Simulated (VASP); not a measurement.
Wanted: the native input for a VASP 6.6.1 run.

| Item | Value |
| --- | --- |
| Task | relaxation of the atoms |
| Functional | PBEsol |
| Potentials or basis | VASP PAW PBE potentials, release 64 (B, N) |
| Cutoff | 520 eV |
| k mesh | 9 × 9 × 6 |
| Occupations | gaussian, width 0.02 eV |
| Spin | no spin polarisation |
| Dipole correction | no |
| Further INCAR settings | ALGO = Normal; EDIFF = 1e-06; IBRION = 2; EDIFFG = -0.002; NSW = 60 |

The structure of BN (e600) lies in POSCAR:

```
BN
1.0
    2.5421534747      0.0000000000      0.0000000000
   -1.2710767373      2.2015694894      0.0000000000
    0.0000000000      0.0000000000      4.1606277790
B N
2 2
Direct
    0.3333333333      0.6666666667     -0.0003417976
    0.6666666667      0.3333333333      0.4996582024
    0.3333333333      0.6666666667      0.3743417976
    0.6666666667      0.3333333333      0.8743417976
```

This cell differs from its parent crystal: strained cell.

One way to write it, as run:

INCAR

```
PREC = Accurate ; ENCUT = 520
EDIFF = 1E-6 ; ISMEAR = 0
SIGMA = 0.02 ; LREAL = F
LASPH = T ; NELM = 100
ALGO = Normal ; ISIF = 2
LWAVE = F ; LCHARG = F
GGA = PS ; IBRION = 2
NSW = 60 ; EDIFFG = -0.002
```

KPOINTS

```
Automatic mesh
0
Gamma
  9 9 6
```

Potentials or basis: VASP PAW PBE potentials, release 64 (B, N).

Command:

```console
$ cat potpaw_PBE.64/B/POTCAR potpaw_PBE.64/N/POTCAR > POTCAR
$ mpirun -np 1 vasp_std > vasp.out
```

It gave:

- Pressure after relaxing: 4.4 GPa
- Band gap on the k mesh: 4.98 eV, indirect (least direct gap 8.20 eV)

Caveat: the cell differs from its parent crystal (strained cell); the relaxation stopped at its first step, so nothing moved; the PAW data sets were made with another functional, which shifts forces and pressure a little.

It took 8.6 s on 1 thread of Intel(R) Xeon(R) Platinum 8375C CPU @ 2.90GHz (Ice Lake), with other jobs on the host, peak memory 0.13 GiB.
